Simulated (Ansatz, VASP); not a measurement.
## Two plane-wave programs on Na4AlO

```
Na Al O
1.0
     6.14250    0.00000    0.00000
     0.00000    6.14250    0.00000
     0.00000    0.00000    7.70843
Na Al O
8 2 2
Cartesian
  3.0713 3.0713 2.2995
  3.0713 3.0713 5.4090
  0.0000 0.0000 5.4090
  0.0000 0.0000 2.2995
  4.9637 1.8925 0.0000
  1.1788 4.2501 0.0000
  1.8925 1.1788 0.0000
  4.2501 4.9637 0.0000
  0.0000 3.0713 3.8542
  3.0713 0.0000 3.8542
  3.0713 3.0713 0.0000
  0.0000 0.0000 0.0000
```

Alike in both runs: functional PBE; k mesh 6 × 6 × 4; occupations gaussian, width 0.1 eV; no spin polarisation.

Ansatz relaxed the structure, and its values are those at the end. VASP's run is a single point on that final structure, the one shown.

|  | VASP | Ansatz |
| --- | --- | --- |
| version | VASP 6.6.1 | Ansatz 0.2.0 |
| potentials or method | VASP PAW PBE potentials, release 64 (Na_pv, Al, O), cutoff 520 eV | scalar-relativistic, plane waves, PAW |
| valence electrons in the cell | 74 | 90 |

Ansatz gave:

```
gap on the k mesh at the Fermi level (eV) : none
pressure (GPa)                            : 0.0
rms of the force components (eV/Å)        : 0.001
```

**Question.** Which values does VASP return?

**Answer.** gap on the k mesh at the Fermi level (eV): none; pressure (GPa): 0.1; rms of the force components (eV/Å): 0.006.

A gap of «none» marks a metal or a gap that the smearing closes. With one functional, cell and mesh, what is left measures potentials, basis and numerics. VASP's potentials hold 74 valence electrons a cell and Ansatz's 90, so a difference there can come from the potentials and not from the codes.
